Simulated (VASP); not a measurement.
Runs of VASP 6.6.1 on TePb (zincblende type). The structure is that of space group F-43m (No. 216), or close to it. The cells are those of the table. 

| cell | gap on the mesh (eV) | pressure (GPa) |
| --- | --- | --- |
| a = 5.187 Å, angles 60.0°, 2 atoms | 0.63 | 0.0 |
| a = 3.915 Å, angles 60.0°, 2 atoms | none | 116.3 |
| a = 4.775 Å, angles 60.0°, 2 atoms | none | (a) |
| a = 4.971 Å, angles 60.0°, 2 atoms | 0.31 | 4.0 |
| a = 4.326 Å, angles 60.0°, 2 atoms | none | 39.5 |
| a = 4.561 Å, angles 60.0°, 2 atoms | none | (b) |

Alike in all rows: task single point; level PBE; potentials or basis VASP PAW PBE potentials, release 64 (Pb_d, Te); no spin polarisation; k mesh 12 × 12 × 12; cutoff (eV) 520; smearing fermi-dirac 0.05 eV.

Problem. Fill in the values left out.

Solution. (a) 10.1; (b) 20.4.

Caveats: spin-orbit coupling is left out, which moves the levels of the heavy elements; the cell stands under pressure (at least some runs); semilocal functionals underestimate gaps, so a narrow gap can read as zero (at least some runs).

A k mesh can miss the band edges, and the runs leave out spin-orbit coupling on Pb, Te.

A gap of «none» marks levels without a gap at the run's occupations.
